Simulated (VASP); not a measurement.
# WC (P-6m2) in VASP: notebook

WC is run at these levels: PBE; tasks: single point.

Everything below comes from runs of VASP 6.6.1. Logs are shortened: lines on timing, memory, paths and dates and some standing lists are left out, and cuts for length are marked.

## 1. The cell of the first run

It takes space group P-6m2 (No. 187, hexagonal). The conventional cell has a = 2.922 Å, b = 2.922 Å, c = 2.846 Å, α = 90.00°, β = 90.00°, γ = 120.00°. Within 3.0 Å of W (site symmetry -6m2) lie 6 C at 2.21 Å and 8 W at 2.85 to 2.92 Å. C (site symmetry -6m2) has 6 W at 2.21 Å and 8 C at 2.85 to 2.92 Å within 3.0 Å.

## 2. Single point, PBE

INCAR

```
SYSTEM = WC
PREC     = Accurate       ! precision mode
ENCUT    = 1300           ! plane-wave cutoff, eV
EDIFF    = 1E-6           ! SCF threshold, eV
ISMEAR   = 0              ! smearing method
SIGMA    = 0.1            ! smearing width, eV
LREAL    = .FALSE.        ! projectors in reciprocal space
LASPH    = .TRUE.         ! aspherical terms in the spheres
NELM     = 120            ! most SCF steps
ALGO     = Normal         ! electronic algorithm
ISIF     = 2              ! what is computed and relaxed
LWAVE    = .FALSE.        ! write WAVECAR
LCHARG   = .TRUE.         ! write CHGCAR
GGA      = PE             ! functional
LELF     = .TRUE.         ! ELF
LVHAR    = .TRUE.       
NBANDS   = 16             ! bands
GGA_COMPAT= .FALSE.
```

KPOINTS

```
regular mesh
0
G
  9 9 8
  0 0 0
```

POSCAR

```
WC
1.0
    2.9224655567      0.0000000000      0.0000000000
   -1.4612327784      2.5309294138      0.0000000000
    0.0000000000      0.0000000000      2.8463897378
W C
1 1
Direct
    0.0000000000      0.0000000000      0.0000000000
    0.6666666667      0.3333333333      0.5000000000
```

Potentials or basis: VASP PAW PBE potentials, release 64 (W_sv, C_h).

Started as:

```console
$ cat potpaw_PBE.64/W_sv/POTCAR potpaw_PBE.64/C_h/POTCAR > POTCAR
$ mpirun -np 1 vasp_std > vasp.out
```

OUTCAR:

```text
SYSTEM = WC
   PREC = Accurate
   ENCUT = 1300
   EDIFF = 1E-6
   ISMEAR = 0
   LREAL = .FALSE.
   LASPH = .TRUE.
   NELM = 120
   ISIF = 2
   GGA = PE

 ion  position               nearest neighbor table
   1  0.000  0.000  0.000-   2 2.21   2 2.21   2 2.21   2 2.21   2 2.21   2 2.21
   2  0.667  0.333  0.500-   1 2.21   1 2.21   1 2.21   1 2.21   1 2.21   1 2.21

  LATTYP: Found a hexagonal cell.
 ALAT       =     2.9224655567
 C/A-ratio  =     0.9739686174

  Lattice vectors:

 A1 = (   2.9224655567,   0.0000000000,   0.0000000000)
 A2 = (  -1.4612327784,   2.5309294138,   0.0000000000)
 A3 = (   0.0000000000,   0.0000000000,   2.8463897378)

Analysis of symmetry for initial positions (statically):
=====================================================================
 Subroutine PRICEL returns:
 Original cell was already a primitive cell.

 Routine SETGRP: Setting up the symmetry group for a
 hexagonal supercell.

 Subroutine GETGRP returns: Found 12 space group operations
 (whereof 12 operations were pure point group operations)
 out of a pool of 24 trial point group operations.

The static configuration has the point symmetry D_3h.

Analysis of symmetry for dynamics (positions and initial velocities):
=====================================================================
 Subroutine PRICEL returns:
 Original cell was already a primitive cell.

 Routine SETGRP: Setting up the symmetry group for a
 hexagonal supercell.

 Subroutine GETGRP returns: Found 12 space group operations
 (whereof 12 operations were pure point group operations)
 out of a pool of 24 trial point group operations.

The dynamic configuration has the point symmetry D_3h.

 Subroutine INISYM returns: Found 12 space group operations
 (whereof 12 operations are pure point group operations),
 and found     1 'primitive' translations

----------------------------------------------------------------------------------------

                                     Primitive cell

  volume of cell :      21.0535

  direct lattice vectors                    reciprocal lattice vectors
     2.922465557  0.000000000  0.000000000     0.342176830  0.197555885  0.000000000
    -1.461232778  2.530929414  0.000000000     0.000000000  0.395111770  0.000000000
     0.000000000  0.000000000  2.846389738     0.000000000  0.000000000  0.351322233

  length of vectors
     2.922465557  2.922465557  2.846389738     0.395111770  0.395111770  0.351322233

  position of ions in fractional coordinates (direct lattice)
     0.000000000  0.000000000  0.000000000
     0.666666667  0.333333333  0.500000000

  ion indices of the primitive-cell ions
   primitive index   ion index
                 1           1
                 2           2

----------------------------------------------------------------------------------------

 KPOINTS: regular mesh

Automatic generation of k-mesh.
 Grid dimensions read from file:
 generate k-points for:    9    9    8

 Generating k-lattice:

  Cartesian coordinates                     Fractional coordinates (reciprocal lattice)
     0.038019648  0.021950654  0.000000000     0.111111111  0.000000000  0.000000000
     0.000000000  0.043901308  0.000000000     0.000000000  0.111111111  0.000000000
     0.000000000  0.000000000  0.043915279     0.000000000  0.000000000  0.125000000

  Length of vectors
     0.043901308  0.043901308  0.043915279

  Shift w.r.t. Gamma in fractional coordinates (k-lattice)
     0.000000000  0.000000000  0.000000000

 Subroutine IBZKPT returns following result:
 ===========================================

 Found     60 irreducible k-points:

 Following reciprocal coordinates:
            Coordinates               Weight
  0.000000  0.000000  0.000000      1.000000
  0.111111 -0.000000  0.000000      6.000000
  0.222222  0.000000  0.000000      6.000000
  0.333333  0.000000  0.000000      6.000000
  0.444444  0.000000  0.000000      6.000000
  0.111111  0.111111  0.000000      6.000000
[... 16 lines left out ...]
  0.333333  0.222222  0.125000     24.000000
  0.333333  0.333333  0.125000      4.000000
 [... further k-points ...]
   k-points           NKPTS =     60   k-points in BZ     NKDIM =     60   number of bands    NBANDS=     16
   number of dos      NEDOS =    301   number of ions     NIONS =      2
   total plane-waves  NPLWV =  46656
   dimension x,y,z NGX =    36 NGY =   36 NGZ =   36
   dimension x,y,z NGXF=    72 NGYF=   72 NGZF=   72
   ions per type =               1   1
   NGX,Y,Z   is equivalent  to a cutoff of  20.48, 20.48, 21.03 a.u.
   NGXF,Y,Z  is equivalent  to a cutoff of  40.96, 40.96, 42.05 a.u.
 SYSTEM =  WC
   PREC   = accura    normal or accurate (medium, high low for compatibility)
   ISTART =      0    job   : 0-new  1-cont  2-samecut
   ICHARG =      2    charge: 1-file 2-atom 10-const
   ISPIN  =      1    spin polarized calculation?
   LNONCOLLINEAR =      F non collinear calculations
   LSORBIT =      F    spin-orbit coupling
   LASPH  =      T    aspherical Exc in radial PAW
   ENCUT  = 1300.0 eV  95.55 Ry    9.77 a.u.   8.59  8.59  8.37*2*pi/ulx,y,z
   NELM   =    120;   NELMIN=  2; NELMDL= -5     # of ELM steps
   EDIFF  = 0.1E-05   stopping-criterion for ELM
   LREAL  =      F    real-space projection
[... 7 lines left out ...]
   TEBEG  =    0.0;   TEEND  =   0.0 temperature during run
   PSTRESS=    0.0 pullay stress
   NELECT =      18.0000    total number of electrons
   NUPDOWN=      -1.0000    fix difference up-down
   EMIN   =  10.00;   EMAX   =-10.00  energy-range for DOS
   EFERMI =   0.00;   METHOD = LEGACY
   ISMEAR =     0;   SIGMA  =   0.10  broadening in eV -4-tet -1-fermi 0-gaus
   EFERMI_NEDOS =   21; number of points for ismear=-14 and -15
   IALGO  =     38    algorithm
   IMIX   =      4    mixing-type and parameters
     AMIX     =   0.40;   BMIX     =  1.00
     AMIX_MAG =   1.60;   BMIX_MAG =  1.00
  volume/ion in A,a.u.               =      10.53        71.04
  Fermi-wavevector in a.u.,A,eV,Ry     =   1.553786  2.936229 32.847857  2.414249
  Thomas-Fermi vector in A             =   2.657966
   LORBIT       =      0    0 simple, 1 ext, 2 COOP (PROOUT), +10 PAW based schemes
   GGA     = PE    functional components
   LHFCALC =     F    Hartree Fock is set to
   AEXX    =    0.0000 exact exchange contribution
   IVDW    =     0    specifies the selected vdW correction
   LEPSILON=     F    determine dielectric tensor
   LRPA    =     F    only Hartree local field effects (RPA)
 non-spin polarized calculation
 Gauss-broadening in eV      SIGMA  =   0.10
  energy-cutoff  :     1300.00
  volume of cell :       21.05
 maximum number of plane-waves:      2284
 NGX is ok and might be reduce to    36
   NGX = 17   NGY = 17   NGZ = 17

 number of electron      18.0000000 magnetization

 Free energy of the ion-electron system (eV)
  ---------------------------------------------------
  ext. energy  EPLUGINS =         0.00000000
  ---------------------------------------------------
  free energy    TOTEN  =       -22.45659695 eV

  energy without entropy =      -22.45414752  energy(sigma->0) =      -22.45537223

 E-fermi :  11.1853     XC(G=0): -13.7539

 val. band max:       11.1232466335   @ k =   0.1111  -0.0000   0.3750
 cond. band min:      11.1872020436   @ k =   0.4444   0.0000   0.5000
 fundamental gap:      0.0639554101
 Fermi energy:        11.1853317053

 k-point     1 :       0.0000    0.0000    0.0000
  band No.  band energies     occupation
      1     -62.8258      2.00000
      2     -26.8114      2.00000
      3     -26.7085      2.00000
      4     -26.7085      2.00000
      5      -3.1465      2.00000
      6       6.9729      2.00000
[... 8 lines left out ...]
     15      25.4151      0.00000
     16      27.7854      0.00000

 k-point     2 :       0.1111   -0.0000    0.0000
  band No.  band energies     occupation
      1     -62.8195      2.00000
      2     -26.8027      2.00000
      3     -26.7993      2.00000
      4     -26.7299      2.00000
      5      -2.8332      2.00000
      6       6.9641      2.00000
[... 8 lines left out ...]
     15      24.9316      0.00000
     16      28.4417      0.00000

 k-point     3 :       0.2222    0.0000    0.0000
  band No.  band energies     occupation
      1     -62.8035      2.00000
      2     -27.0357      2.00000
      3     -26.7838      2.00000
      4     -26.7686      2.00000
      5      -1.9882      2.00000
      6       6.0323      2.00000
[... 8 lines left out ...]
     15      24.9163      0.00000
     16      29.4139      0.00000

 k-point     4 :       0.3333    0.0000    0.0000
  band No.  band energies     occupation
      1     -62.7854      2.00000
      2     -27.2913      2.00000
      3     -26.8443      2.00000
      4     -26.7333      2.00000
      5      -0.8816      2.00000
      6       4.9880      2.00000
[... 8 lines left out ...]
     15      25.9598      0.00000
     16      27.7201      0.00000

 k-point     5 :       0.4444    0.0000    0.0000
  band No.  band energies     occupation
      1     -62.7735      2.00000
      2     -27.4533      2.00000
      3     -26.8834      2.00000
      4     -26.7102      2.00000
      5       0.0054      2.00000
      6       4.3216      2.00000
[... 8 lines left out ...]
     15      24.2343      0.00000
     16      28.7760      0.00000

 k-point     6 :       0.1111    0.1111    0.0000
  band No.  band energies     occupation
      1     -62.8084      2.00000
      2     -26.9577      2.00000
      3     -26.7779      2.00000
      4     -26.7761      2.00000
      5      -2.2516      2.00000
      6       6.3595      2.00000
[... 8 lines left out ...]
     15      24.8086      0.00000
     16      29.2569      0.00000

 k-point     7 :       0.2222    0.1111    0.0000
  band No.  band energies     occupation
      1     -62.7913      2.00000
      2     -27.1822      2.00000
      3     -26.8529      2.00000
      4     -26.7449      2.00000
      5      -1.2566      2.00000
      6       5.3971      2.00000
[... 8 lines left out ...]
     15      25.5652      0.00000
     16      28.5916      0.00000

 k-point     8 :       0.3333    0.1111    0.0000
  band No.  band energies     occupation
      1     -62.7763      2.00000
      2     -27.3730      2.00000
      3     -26.9206      2.00000
      4     -26.7157      2.00000
      5      -0.1992      2.00000
      6       4.6231      2.00000
[... 8 lines left out ...]
     15      25.6453      0.00000
     16      27.8497      0.00000

 k-point     9 :       0.4444    0.1111    0.0000
  band No.  band energies     occupation
      1     -62.7703      2.00000
      2     -27.4469      2.00000
      3     -26.9472      2.00000
      4     -26.7041      2.00000
      5       0.3079      2.00000
      6       4.3073      2.00000
[... 8 lines left out ...]
     15      24.4290      0.00000
     16      28.7845      0.00000
[... 172 lines left out ...]
 k-point    19 :       0.2222    0.1111    0.1250
  band No.  band energies     occupation
      1     -62.7857      2.00000
      2     -27.1692      2.00000
      3     -26.8479      2.00000
      4     -26.8421      2.00000
      5      -1.0227      2.00000
      6       5.5830      2.00000
[... 8 lines left out ...]
     15      24.8597      0.00000
     16      28.4132      0.00000

 k-point    20 :       0.3333    0.1111    0.1250
  band No.  band energies     occupation
      1     -62.7708      2.00000
      2     -27.3582      2.00000
      3     -26.9093      2.00000
      4     -26.8163      2.00000
      5      -0.0779      2.00000
      6       4.7064      2.00000
[... 8 lines left out ...]
     15      24.9478      0.00000
     16      27.8236      0.00000

 k-point    21 :       0.4444    0.1111    0.1250
  band No.  band energies     occupation
      1     -62.7648      2.00000
      2     -27.4314      2.00000
      3     -26.9357      2.00000
      4     -26.8038      2.00000
      5       0.3658      2.00000
      6       4.3290      2.00000
[... 8 lines left out ...]
     15      24.2502      0.00000
     16      28.5736      0.00000

 k-point    22 :       0.2222    0.2222    0.1250
  band No.  band energies     occupation
      1     -62.7718      2.00000
      2     -27.2897      2.00000
      3     -26.9628      2.00000
      4     -26.8187      2.00000
      5      -0.1414      2.00000
      6       5.1234      2.00000
[... 8 lines left out ...]
     15      25.3949      0.00000
     16      27.5752      0.00000

 k-point    23 :       0.3333    0.2222    0.1250
  band No.  band energies     occupation
      1     -62.7627      2.00000
      2     -27.3464      2.00000
      3     -27.0624      2.00000
      4     -26.7995      2.00000
      5       0.5414      2.00000
      6       4.8683      2.00000
[... 8 lines left out ...]
     15      25.0985      0.00000
     16      27.9320      0.00000

 k-point    24 :       0.3333    0.3333    0.1250
  band No.  band energies     occupation
      1     -62.7596      2.00000
      2     -27.2577      2.00000
      3     -27.2077      2.00000
      4     -26.7929      2.00000
      5       0.8056      2.00000
      6       5.2734      2.00000
[... 8 lines left out ...]
     15      26.0199      0.00000
     16      26.8052      0.00000

 [... further k-points ...]
[... 5 lines left out ...]
  --------------------------------------------------------------------------------------
  -------------------------------------------------------------------------------------
  Total        0.1258866      0.1258866      0.1482045     -0.0000000      0.0000000      0.0000000
  in kB        9.5800148      9.5800148     11.2784172     -0.0000000      0.0000000      0.0000000
  external PRESSURE =      10.1461490 kB  Pullay stress =       0.0000000 kB

 VOLUME and BASIS-vectors are now :
 -----------------------------------------------------------------------------
  energy-cutoff  :     1300.00
  volume of cell :       21.05
      direct lattice vectors                 reciprocal lattice vectors
     2.922465557  0.000000000  0.000000000     0.342176830  0.197555885  0.000000000
    -1.461232778  2.530929414  0.000000000     0.000000000  0.395111770  0.000000000
     0.000000000  0.000000000  2.846389738     0.000000000  0.000000000  0.351322233

 POSITION                                       TOTAL-FORCE (eV/Angst)
 -----------------------------------------------------------------------------------
      0.00000      0.00000      0.00000        -0.000000      0.000000      0.000000
      1.46123      0.84364      1.42319         0.000000      0.000000      0.000000
 -----------------------------------------------------------------------------------
    total drift:                               -0.000000      0.000000      0.000000

  FREE ENERGIE OF THE ION-ELECTRON SYSTEM (eV)
  ---------------------------------------------------
  free  energy   TOTEN  =       -22.4565969470 eV

  energy  without entropy=      -22.4541475209  energy(sigma->0) =      -22.45537223
```

Wall time 23 s (1 thread of Intel Xeon 6975P-C (Granite Rapids), shared host); peak memory 0.26 GiB.

What came out:

```yaml
Free_energy: -22.4566 eV
Pressure: 1.0 GPa
Band_gap_on_the_k_mesh: zero (bands 9 and 10 overlap by 1.19 eV)
```

Stress tensor (GPa, compression positive):
```
0.96 0.00 0.00
0.00 0.96 0.00
0.00 0.00 1.13
```

Caveat: spin-orbit coupling is left out, which moves the levels of the heavy elements.

## 3. Single point, PBE

This run uses another cell than the first one, of 10.16 Å³/atom.

INCAR

```
PREC     = Accurate       # precision mode
ENCUT    = 1300           # plane-wave cutoff, eV
EDIFF    = 1E-6           # SCF threshold, eV
ISMEAR   = 0              # smearing method
SIGMA    = 0.1            # smearing width, eV
LREAL    = F              # projectors in reciprocal space
LASPH    = T              # aspherical terms in the spheres
NELM     = 120            # most SCF steps
ALGO     = Normal         # electronic algorithm
ISIF     = 2              # what is computed and relaxed
LWAVE    = F              # write WAVECAR
LCHARG   = T              # write CHGCAR
GGA      = PE             # functional
LELF     = T              # ELF
LVHAR    = T            
NBANDS   = 16             # bands
GGA_COMPAT= F
```

KPOINTS

```
regular mesh
0
Gamma
  9 9 6
```

POSCAR

```
WC
1.0
    2.8820700000      0.0000000000      0.0000000000
   -1.4410350000      2.4959458400      0.0000000000
    0.0000000000      0.0000000000      2.8238700000
W C
1 1
Direct
    0.0000000000      0.0000000000      0.0000000000
    0.6666666700      0.3333333300      0.5000000000
```

Potentials or basis: VASP PAW PBE potentials, release 64 (W_sv, C_h).

Started as:

```console
$ cat potpaw_PBE.64/W_sv/POTCAR potpaw_PBE.64/C_h/POTCAR > POTCAR
$ mpirun -np 1 vasp_std > vasp.out
```

Wall time 29 s (1 thread of AMD EPYC 9R45 (Zen 5), shared host); peak memory 0.22 GiB.

The run converged. Its results:

| Item | Value |
| --- | --- |
| Free energy | -22.4099 eV |
| Pressure | 16.0 GPa |
| Band gap on the k mesh | zero (bands 9 and 10 overlap by 1.19 eV) |

Stress tensor (GPa, compression positive):
```
17.11  0.00  0.00
 0.00 17.11  0.00
 0.00  0.00 13.76
```

Levels at points of the mesh, in eV from the Fermi level:
```csv
k point,band 7,band 8,band 9,band 10,band 11,band 12
"(0.00, 0.00, 0.00)",-3.42,-3.42,0.02,3.30,3.30,5.69
"(0.00, 0.00, 0.50)",-2.07,-2.07,-0.64,-0.64,3.65,4.57
```

Caveat: the k points lie up to 0.37 Å⁻¹ apart, too coarse for converged energies and pressures of a metal; spin-orbit coupling is left out, which moves the levels of the heavy elements.

The gap in the log of VASP goes by the Fermi energy; the results here count the filled bands.